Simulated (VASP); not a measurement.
Wanted: the native input for a VASP 6.6.1 run.

```
Task                   : single point
Functional             : PBE
Potentials or basis    : VASP PAW PBE potentials, release 64 (Sb)
Cutoff                 : 500 eV
k mesh                 : 12 × 12 × 12
Occupations            : gaussian, width 0.1 eV
Spin                   : no spin polarisation
Dipole correction      : no
Further INCAR settings : ALGO = Normal; EDIFF = 1e-06; NBANDS = 12
```

The structure of Sb lies in POSCAR:

```
Sb
1.0
    2.1885884601      1.2635821366      3.8382344406
   -2.1885884601      1.2635821366      3.8382344406
    0.0000000000     -2.5271642731      3.8382344407
Sb
2
Direct
    0.2328291234      0.2328291234      0.2328291234
    0.7671708766      0.7671708766      0.7671708766
```

The input as run:

INCAR

```
ALGO     = Normal         # electronic algorithm
EDIFF    = 1E-6           # SCF threshold, eV
ENCUT    = 500            # plane-wave cutoff, eV
GGA      = PE             # functional
GGA_COMPAT= False        
ISIF     = 2              # what is computed and relaxed
ISMEAR   = 0              # smearing method
LASPH    = True           # aspherical terms in the spheres
LCHARG   = False          # write CHGCAR
LREAL    = False          # projectors in reciprocal space
LWAVE    = False          # write WAVECAR
NBANDS   = 12             # bands
NELM     = 120            # most SCF steps
PREC     = Accurate       # precision mode
SIGMA    = 0.1            # smearing width, eV
```

KPOINTS

```
k-points
0
Gamma
  12 12 12
```

Potentials or basis: VASP PAW PBE potentials, release 64 (Sb).

Run with:

```console
$ cat potpaw_PBE.64/Sb/POTCAR > POTCAR
$ mpirun -np 1 vasp_std > vasp.out
```

It gave:

| Quantity | Value |
| --- | --- |
| Pressure | 0.0 GPa |
| Largest force | 0.032 eV/Å |
| Band gap on the k mesh | zero (band 5 reaches 6.60 eV, above the bottom of band 6 at 6.41 eV) |

Caveat: spin-orbit coupling is left out, which moves the levels of the heavy elements.

Wall time 2.1 min on 1 thread of Intel Xeon 8259CL, on a shared host, peak memory 0.28 GiB.
